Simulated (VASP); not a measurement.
ZnS: single point with PBE

ZnS:

```
CELL_PARAMETERS angstrom
3.82270 0.00000 0.00000
-1.91135 3.31056 0.00000
0.00000 0.00000 6.13549
ATOMIC_POSITIONS crystal
Zn 0.33333 0.66667 0.99820
Zn 0.66667 0.33333 0.49820
S 0.33333 0.66667 0.37660
S 0.66667 0.33333 0.87660
```

This cell differs from its parent crystal: z stretched by -2 %, then relaxed in part.

| Item | Value |
| --- | --- |
| Program | VASP 6.6.1 |
| Task | single point |
| Functional | PBE |
| Potentials or basis | VASP PAW PBE potentials, release 64 (Zn, S) |
| Cutoff | 520 eV |
| k mesh | 13 × 13 × 7 |
| Occupations | fermi-dirac, width 0.02 eV |
| Spin | no spin polarisation |

- Pressure: 3.2 GPa
- Largest force: 0.006 eV/Å
- Band gap on the k mesh: 2.29 eV

Forces on the atoms (eV/Å):
```
Zn   0.000  0.000 -0.006
Zn   0.000  0.000 -0.006
S    0.000  0.000  0.006
S    0.000  0.000  0.006
```

Stress tensor (GPa, compression positive):
```
2.42 0.00 0.00
0.00 2.42 0.00
0.00 0.00 4.63
```

Levels at points of the mesh, in eV from the valence-band top:
```
           k point  band 14  band 15  band 16  band 17  band 18  band 19  band 20  band 21  band 22  band 23
(0.00, 0.00, 0.00)    -0.97    -0.97    -0.02    -0.02     0.00     2.29     2.94     6.21     6.21     6.80
```

Wall time 84 s on 1 thread of AMD EPYC 9R14 (Zen 4) (shared host), peak memory 0.25 GiB.

Caveat: the cell differs from its parent crystal (z stretched by -2 %, then relaxed in part); the cell stands under pressure; an odd mesh through Γ misses points on the zone boundary, where band edges can lie.
